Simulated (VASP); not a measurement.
# As (P4_2/mmc) in VASP: a series of runs

As is run at these levels: PBE; tasks: single point, relaxation of cell and atoms.

Program: VASP 6.6.1. These are calculated values, not measurements. Logs are shortened: lines on timing, memory, paths and dates and some standing lists are left out, and cuts for length are marked.

**1. The cell of the first run**

It takes space group P4_2/mmc (No. 131, tetragonal). The conventional cell has a = 5.467 Å, b = 5.467 Å, c = 12.901 Å, α = 90.00°, β = 90.00°, γ = 90.00°. Within 3.2 Å of As (site symmetry m2m) lie 4 As at 2.34 to 3.13 Å. Within 3.2 Å of As (site symmetry 2mm) lie 3 As at 2.42 to 2.55 Å.

The cell was generated, and may not be a known phase.

**2. Single point, PBE**

INCAR

```
ALGO     = Normal         # electronic algorithm
EDIFF    = 1E-6           # SCF threshold, eV
ENCUT    = 520            # plane-wave cutoff, eV
GGA      = PE             # functional
ISIF     = 2              # what is computed and relaxed
ISMEAR   = 0              # smearing method
LASPH    = True           # aspherical terms in the spheres
LCHARG   = False          # write CHGCAR
LREAL    = False          # projectors in reciprocal space
LWAVE    = False          # write WAVECAR
NBANDS   = 30             # bands
NELM     = 100            # most SCF steps
PREC     = Accurate       # precision mode
SIGMA    = 0.1            # smearing width, eV
```

KPOINTS

```
k-points
0
Gamma
  8 8 4
```

POSCAR

```
As
1.0
    5.4668438477      0.0000000000      0.0000000000
    0.0000000000      5.4668438477      0.0000000000
    0.0000000000      0.0000000000     12.9006459155
As
8
Direct
    0.2861167067      0.0000000000      0.0000000000
    0.7138832933      0.0000000000      0.0000000000
    0.0000000000      0.2861167067      0.5000000000
    0.0000000000      0.7138832933      0.5000000000
    0.0000000000      0.0000000000      0.3438918708
    0.0000000000      0.0000000000      0.8438918708
    0.0000000000      0.0000000000      0.6561081292
    0.0000000000      0.0000000000      0.1561081292
```

Potentials or basis: VASP PAW PBE potentials, release 64 (As).

On the command line:

```console
cat potpaw_PBE.64/As/POTCAR > POTCAR
mpirun -np 1 vasp_std > vasp.out
```

OUTCAR:

```text
EDIFF = 1E-6
   ENCUT = 520
   GGA = PE
   ISIF = 2
   ISMEAR = 0
   LASPH = True
   LREAL = False
   NELM = 100
   PREC = Accurate

 ion  position               nearest neighbor table
   1  0.286  0.000  0.000-   2 2.34   6 2.55   8 2.55
   2  0.714  0.000  0.000-   1 2.34   6 2.55   8 2.55
   3  0.000  0.286  0.500-   4 2.34   5 2.55   7 2.55
   4  0.000  0.714  0.500-   3 2.34   5 2.55   7 2.55
   5  0.000  0.000  0.344-   8 2.42   4 2.55   3 2.55
   6  0.000  0.000  0.844-   7 2.42   2 2.55   1 2.55
   7  0.000  0.000  0.656-   6 2.42   4 2.55   3 2.55
   8  0.000  0.000  0.156-   5 2.42   2 2.55   1 2.55

  LATTYP: Found a simple tetragonal cell.
 ALAT       =     5.4668438477
 C/A-ratio  =     2.3597977690

  Lattice vectors:

 A1 = (   5.4668438477,   0.0000000000,   0.0000000000)
 A2 = (   0.0000000000,   5.4668438477,   0.0000000000)
 A3 = (   0.0000000000,   0.0000000000,  12.9006459155)

Analysis of symmetry for initial positions (statically):
=====================================================================
 Subroutine PRICEL returns:
 Original cell was already a primitive cell.

 Routine SETGRP: Setting up the symmetry group for a
 simple tetragonal supercell.

 Subroutine GETGRP returns: Found 16 space group operations
 (whereof  8 operations were pure point group operations)
 out of a pool of 16 trial point group operations.

The static configuration has the point symmetry D_2h.
 The point group associated with its full space group is D_4h.

Analysis of symmetry for dynamics (positions and initial velocities):
=====================================================================
 Subroutine PRICEL returns:
 Original cell was already a primitive cell.

 Routine SETGRP: Setting up the symmetry group for a
 simple tetragonal supercell.

 Subroutine GETGRP returns: Found 16 space group operations
 (whereof  8 operations were pure point group operations)
 out of a pool of 16 trial point group operations.

The dynamic configuration has the point symmetry D_2h.
 The point group associated with its full space group is D_4h.

 Subroutine INISYM returns: Found 16 space group operations
 (whereof  8 operations are pure point group operations),
 and found     1 'primitive' translations

----------------------------------------------------------------------------------------

                                     Primitive cell

  volume of cell :     385.5536

  direct lattice vectors                    reciprocal lattice vectors
     5.466843848  0.000000000  0.000000000     0.182920901  0.000000000  0.000000000
     0.000000000  5.466843848  0.000000000     0.000000000  0.182920901  0.000000000
     0.000000000  0.000000000 12.900645916     0.000000000  0.000000000  0.077515499

  length of vectors
     5.466843848  5.466843848 12.900645916     0.182920901  0.182920901  0.077515499

  position of ions in fractional coordinates (direct lattice)
     0.286116707  0.000000000  0.000000000
     0.713883293  0.000000000  0.000000000
     0.000000000  0.286116707  0.500000000
     0.000000000  0.713883293  0.500000000
     0.000000000  0.000000000  0.343891871
     0.000000000  0.000000000  0.843891871
     0.000000000  0.000000000  0.656108129
     0.000000000  0.000000000  0.156108129

  ion indices of the primitive-cell ions
   primitive index   ion index
                 1           1
                 2           2
                 3           3
                 4           4
                 5           5
                 6           6
                 7           7
                 8           8

----------------------------------------------------------------------------------------

 KPOINTS: k-points

Automatic generation of k-mesh.
 Grid dimensions read from file:
 generate k-points for:    8    8    4

 Generating k-lattice:

  Cartesian coordinates                     Fractional coordinates (reciprocal lattice)
     0.022865113  0.000000000  0.000000000     0.125000000  0.000000000  0.000000000
     0.000000000  0.022865113  0.000000000     0.000000000  0.125000000  0.000000000
     0.000000000  0.000000000  0.019378875     0.000000000  0.000000000  0.250000000

  Length of vectors
     0.022865113  0.022865113  0.019378875

  Shift w.r.t. Gamma in fractional coordinates (k-lattice)
     0.000000000  0.000000000  0.000000000

 Subroutine IBZKPT returns following result:
 ===========================================

 Found     45 irreducible k-points:

 Following reciprocal coordinates:
            Coordinates               Weight
  0.000000  0.000000  0.000000      1.000000
  0.125000  0.000000  0.000000      4.000000
  0.250000  0.000000  0.000000      4.000000
  0.375000  0.000000  0.000000      4.000000
  0.500000  0.000000  0.000000      2.000000
  0.125000  0.125000  0.000000      4.000000
[... 16 lines left out ...]
  0.375000  0.125000  0.250000     16.000000
  0.500000  0.125000  0.250000      8.000000
 [... further k-points ...]
   k-points           NKPTS =     45   k-points in BZ     NKDIM =     45   number of bands    NBANDS=     30
   number of dos      NEDOS =    301   number of ions     NIONS =      8
   total plane-waves  NPLWV = 169344
   dimension x,y,z NGX =    42 NGY =   42 NGZ =   96
   dimension x,y,z NGXF=    84 NGYF=   84 NGZF=  192
   ions per type =               8
   NGX,Y,Z   is equivalent  to a cutoff of  12.77, 12.77, 12.37 a.u.
   NGXF,Y,Z  is equivalent  to a cutoff of  25.54, 25.54, 24.74 a.u.
 SYSTEM =  unknown system
   PREC   = accura    normal or accurate (medium, high low for compatibility)
   ISTART =      0    job   : 0-new  1-cont  2-samecut
   ICHARG =      2    charge: 1-file 2-atom 10-const
   ISPIN  =      1    spin polarized calculation?
   LNONCOLLINEAR =      F non collinear calculations
   LSORBIT =      F    spin-orbit coupling
   LASPH  =      T    aspherical Exc in radial PAW
   ENCUT  =  520.0 eV  38.22 Ry    6.18 a.u.  10.16 10.16 23.99*2*pi/ulx,y,z
   NELM   =    100;   NELMIN=  2; NELMDL= -5     # of ELM steps
   EDIFF  = 0.1E-05   stopping-criterion for ELM
   LREAL  =      F    real-space projection
   EDIFFG = 0.1E-04   stopping-criterion for IOM
   NSW    =      0    number of steps for IOM
   IBRION =     -1    ionic relax: 0-MD 1-quasi-New 2-CG
   NFREE  =      0    steps in history (QN), initial steepest desc. (CG)
   ISIF   =      2    stress and relaxation
   ISYM   =      2    0-nonsym 1-usesym 2-fastsym
   POTIM  = 0.5000    time-step for ionic-motion
   TEBEG  =    0.0;   TEEND  =   0.0 temperature during run
   PSTRESS=    0.0 pullay stress
   NELECT =      40.0000    total number of electrons
   NUPDOWN=      -1.0000    fix difference up-down
   EMIN   =  10.00;   EMAX   =-10.00  energy-range for DOS
   EFERMI =   0.00;   METHOD = LEGACY
   ISMEAR =     0;   SIGMA  =   0.10  broadening in eV -4-tet -1-fermi 0-gaus
   EFERMI_NEDOS =   21; number of points for ismear=-14 and -15
   IALGO  =     38    algorithm
   IMIX   =      4    mixing-type and parameters
     AMIX     =   0.40;   BMIX     =  1.00
     AMIX_MAG =   1.60;   BMIX_MAG =  1.00
  volume/ion in A,a.u.               =      48.19       325.23
  Fermi-wavevector in a.u.,A,eV,Ry     =   0.769248  1.453669  8.051152  0.591743
  Thomas-Fermi vector in A             =   1.870196
   LORBIT       =      0    0 simple, 1 ext, 2 COOP (PROOUT), +10 PAW based schemes
   GGA     = PE    functional components
   LHFCALC =     F    Hartree Fock is set to
   AEXX    =    0.0000 exact exchange contribution
   IVDW    =     0    specifies the selected vdW correction
   LEPSILON=     F    determine dielectric tensor
   LRPA    =     F    only Hartree local field effects (RPA)
 non-spin polarized calculation
 Gauss-broadening in eV      SIGMA  =   0.10
  energy-cutoff  :      520.00
  volume of cell :      385.55
 maximum number of plane-waves:     10452
 NGX is ok and might be reduce to    42
   NGX = 21   NGY = 21   NGZ = 47

 number of electron      39.9999999 magnetization

 Free energy of the ion-electron system (eV)
  ---------------------------------------------------
  ext. energy  EPLUGINS =         0.00000000
  ---------------------------------------------------
  free energy    TOTEN  =       -31.93673325 eV

  energy without entropy =      -31.91822819  energy(sigma->0) =      -31.92748072

 E-fermi :  -0.4614     XC(G=0):  -6.0498

 val. band max:       -0.4779562056   @ k =   0.3750   0.1250   0.0000
 cond. band min:      -0.4586069547   @ k =   0.1250   0.0000   0.2500
 fundamental gap:      0.0193492510
 Fermi energy:        -0.4614361370

 k-point     1 :       0.0000    0.0000    0.0000
  band No.  band energies     occupation
      1     -13.9959      2.00000
      2     -13.7158      2.00000
      3     -12.2291      2.00000
      4     -11.0741      2.00000
      5     -10.1616      2.00000
      6      -9.4298      2.00000
[... 22 lines left out ...]
     29       3.2931      0.00000
     30       3.8604      0.00000

 k-point     2 :       0.1250    0.0000    0.0000
  band No.  band energies     occupation
      1     -13.9672      2.00000
      2     -13.6748      2.00000
      3     -12.2256      2.00000
      4     -11.1827      2.00000
      5     -10.1549      2.00000
      6      -9.9714      2.00000
[... 22 lines left out ...]
     29       3.4557      0.00000
     30       3.7516      0.00000

 k-point     3 :       0.2500    0.0000    0.0000
  band No.  band energies     occupation
      1     -13.9183      2.00000
      2     -13.5182      2.00000
      3     -12.2172      2.00000
      4     -11.5706      2.00000
      5     -10.3558      2.00000
      6     -10.1383      2.00000
[... 682 lines left out ...]
     29       3.8143      0.00000
     30       3.9496      0.00000

 k-point    24 :       0.5000    0.1250    0.2500
  band No.  band energies     occupation
      1     -13.8090      2.00000
      2     -13.0027      2.00000
      3     -12.5167      2.00000
      4     -12.0182      2.00000
      5     -11.0213      2.00000
      6     -10.1960      2.00000
[... 22 lines left out ...]
     29       3.9927      0.00000
     30       4.2157      0.00000

 [... further k-points ...]

------------------------ aborting loop because EDIFF is reached ----------------------------------------

  FORCE on cell =-STRESS in cart. coord.  units (eV):
  Direction    XX          YY          ZZ          XY          YZ          ZX
  --------------------------------------------------------------------------------------
  -------------------------------------------------------------------------------------
  Total        0.1807654      0.1807654      0.3581256     -0.0000000      0.0000000      0.0000000
  in kB        0.7511751      0.7511751      1.4881995     -0.0000000      0.0000000      0.0000000
  external PRESSURE =       0.9968499 kB  Pullay stress =       0.0000000 kB

 VOLUME and BASIS-vectors are now :
 -----------------------------------------------------------------------------
  energy-cutoff  :      520.00
  volume of cell :      385.55
      direct lattice vectors                 reciprocal lattice vectors
     5.466843848  0.000000000  0.000000000     0.182920901  0.000000000  0.000000000
     0.000000000  5.466843848  0.000000000     0.000000000  0.182920901  0.000000000
     0.000000000  0.000000000 12.900645916     0.000000000  0.000000000  0.077515499

 POSITION                                       TOTAL-FORCE (eV/Angst)
 -----------------------------------------------------------------------------------
      1.56416      0.00000      0.00000        -0.027199      0.000000      0.000000
      3.90269      0.00000      0.00000         0.027199      0.000000     -0.000000
      0.00000      1.56416      6.45032         0.000000     -0.027199     -0.000000
      0.00000      3.90269      6.45032         0.000000      0.027199      0.000000
      0.00000      0.00000      4.43643         0.000000      0.000000     -0.001716
      0.00000      0.00000     10.88675         0.000000      0.000000     -0.001716
      0.00000      0.00000      8.46422         0.000000      0.000000      0.001716
      0.00000      0.00000      2.01390         0.000000      0.000000      0.001716
 -----------------------------------------------------------------------------------
    total drift:                               -0.000000      0.000000     -0.000000

  FREE ENERGIE OF THE ION-ELECTRON SYSTEM (eV)
  ---------------------------------------------------
  free  energy   TOTEN  =       -31.9367332521 eV

  energy  without entropy=      -31.9182281901  energy(sigma->0) =      -31.92748072
```

Run time: 4.5 min. Hardware: 1 thread of Intel Xeon 6975P-C (Granite Rapids), shared host; peak memory 0.62 GiB.

What came out:

- Free energy: -31.9367 eV
- Pressure: 0.1 GPa
- Largest force: 0.027 eV/Å
- Band gap on the k mesh: zero (bands 20 and 21 overlap by 0.80 eV)

Forces in eV/Å, atoms in the order of the input:
```
As  -0.027  0.000  0.000
As   0.027  0.000  0.000
As   0.000 -0.027  0.000
As   0.000  0.027  0.000
As   0.000  0.000 -0.002
As   0.000  0.000 -0.002
As   0.000  0.000  0.002
As   0.000  0.000  0.002
```

**3. Relaxation of cell and atoms, PBE**

This run uses another cell than the first one, of 49.12 Å³/atom.

INCAR

```
SYSTEM = As
ALGO = Fast
EDIFF = 1E-6
EDIFFG = -0.01
ENCUT = 600
GGA = PE
IBRION = 2
ISIF = 3
ISMEAR = 0
LASPH = .TRUE.
LCHARG = .FALSE.
LREAL = .FALSE.
LWAVE = .FALSE.
NELM = 80
NSW = 100
PREC = Accurate
SIGMA = 0.1
```

KPOINTS

```
k-points
0
G
  8 8 4
  0 0 0
```

POSCAR

```
As
1.0
    5.5667730130      0.0000000000      0.0000000000
    0.0000000000      5.5667730130      0.0000000000
    0.0000000000      0.0000000000     12.6801446413
As
8
Direct
    0.2869497544      0.0000000000      0.0000000000
    0.7130502456      0.0000000000      0.0000000000
    0.0000000000      0.2869497544      0.5000000000
    0.0000000000      0.7130502456      0.5000000000
    0.0000000000      0.0000000000      0.3454406147
    0.0000000000      0.0000000000      0.8454406147
    0.0000000000      0.0000000000      0.6545593853
    0.0000000000      0.0000000000      0.1545593853
```

Potentials or basis: VASP PAW PBE potentials, release 64 (As).

On the command line:

```console
cat potpaw_PBE.64/As/POTCAR > POTCAR
mpirun -np 1 vasp_std > vasp.out
```

It took 2 h on 1 thread of Oxide Virtual Turin-like, shared host; peak memory 0.82 GiB.

Results (log left out):

```yaml
Free_energy: -31.9375 eV
Relaxed_volume: 48.33 Å³/atom
Relaxed_cell: a = 5.470 Å, b = 5.470 Å, c = 12.923 Å, α = 90.00°, β = 90.00°, γ = 90.00°
Space_group_after_relaxing_to_0.1_Å: P4_2/mmc (No. 131)
Energy_gained_by_relaxing: 2.5 meV/atom
Ionic_steps: 12
Pressure_after_relaxing: 0.0 GPa
Largest_force_after_relaxing: 0.008 eV/Å
Band_gap_on_the_k_mesh: zero (bands 20 and 21 overlap by 0.80 eV)
```

Forces in eV/Å, atoms in the order of the input:
```
As   0.003  0.000  0.000
As  -0.003  0.000  0.000
As   0.000  0.003  0.000
As   0.000 -0.003  0.000
As   0.000  0.000  0.008
As   0.000  0.000  0.008
As   0.000  0.000 -0.008
As   0.000  0.000 -0.008
```

The path:
```
step  energy change (eV)  largest force (eV/Å)  pressure (GPa)  volume (Å³)
   1              0.0000                0.2164            0.28       392.94
   2             -0.0099                0.0720           -0.28       397.86
   3             -0.0126                0.0515           -0.11       396.29
   4             -0.0142                0.0497           -0.05       394.77
   5             -0.0150                0.0702            0.02       393.03
   6             -0.0164                0.0509            0.01       392.33
   7             -0.0183                0.0444           -0.01       390.23
   8             -0.0192                0.0301           -0.06       389.06
   9             -0.0193                0.0312           -0.07       388.75
  10             -0.0198                0.0151            0.02       386.25
  11             -0.0199                0.0175            0.02       386.45
  12             -0.0199                0.0081            0.00       386.63
```

Final structure:
```yaml
crystal:
  lattice:
    - [5.46982, 0.00000, 0.00000]
    - [0.00000, 5.46982, 0.00000]
    - [0.00000, 0.00000, 12.92251]
  atoms:
    - { symbol: As, position: [0.28571, 0.00000, 0.00000] }
    - { symbol: As, position: [0.71429, 0.00000, 0.00000] }
    - { symbol: As, position: [0.00000, 0.28571, 0.50000] }
    - { symbol: As, position: [0.00000, 0.71429, 0.50000] }
    - { symbol: As, position: [0.00000, 0.00000, 0.34383] }
    - { symbol: As, position: [0.00000, 0.00000, 0.84383] }
    - { symbol: As, position: [0.00000, 0.00000, 0.65617] }
    - { symbol: As, position: [0.00000, 0.00000, 0.15617] }
```

Levels at points of the mesh, in eV from the Fermi level:
```csv
k point,band 17,band 18,band 19,band 20,band 21,band 22,band 23,band 24
"(0.00, 0.00, 0.00)",-0.50,-0.50,-0.48,-0.48,0.62,0.91,0.93,1.52
"(0.50, 0.00, 0.00)",-0.97,-0.49,-0.49,-0.45,-0.32,0.07,0.70,1.67
"(0.50, 0.50, 0.00)",-1.82,-1.48,-0.89,-0.89,0.35,0.35,0.69,0.77
"(0.00, 0.00, 0.50)",-1.15,-1.15,0.48,0.48,0.89,0.89,0.92,0.92
"(0.50, 0.00, 0.50)",-1.47,-1.13,-1.10,-0.14,0.04,0.69,1.09,1.34
"(0.50, 0.50, 0.50)",-1.83,-1.83,-1.06,-1.06,0.71,0.71,1.03,1.03
```

The gap in the log of VASP goes by the Fermi energy; the results here count the filled bands.